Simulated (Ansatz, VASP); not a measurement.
ZnO in VASP and in Ansatz

```
CELL_PARAMETERS angstrom
0.07084 2.20461 2.20461
2.20461 0.07084 2.20461
2.20461 2.20461 0.07084
ATOMIC_POSITIONS crystal
Zn 0.00000 0.00000 0.00000
O 0.50000 0.50000 0.50000
```

Change from the starting cell: shear_111 strain +5.0%.

Alike in both runs: task single point; functional r2SCAN; k mesh 10 × 10 × 10; no spin polarisation.

|  | VASP | Ansatz |
| --- | --- | --- |
| version | VASP 6.6.1 | Ansatz 0.2.0 |
| potentials or method | VASP PAW PBE potentials, release 64 (Zn, O) | plane waves, PAW |
| plane-wave cutoff (eV) | 520 | 500 |
| occupations | gaussian, width 0.01 eV | fixed |
| valence electrons in the cell | 18 | 18 |

Ansatz gave:

| Property | Result |
| --- | --- |
| gap on the k mesh at the Fermi level (eV) | 1.26 |
| pressure (GPa) | -8.5 |
| traceless stress, the component that is largest in VASP (GPa) | -3.21 |

Estimate VASP's values.

gap on the k mesh at the Fermi level (eV): 1.24; pressure (GPa): -7.2; traceless stress, the component that is largest in VASP (GPa): -3.24.

VASP's potentials were made for PBE, not for r2SCAN.
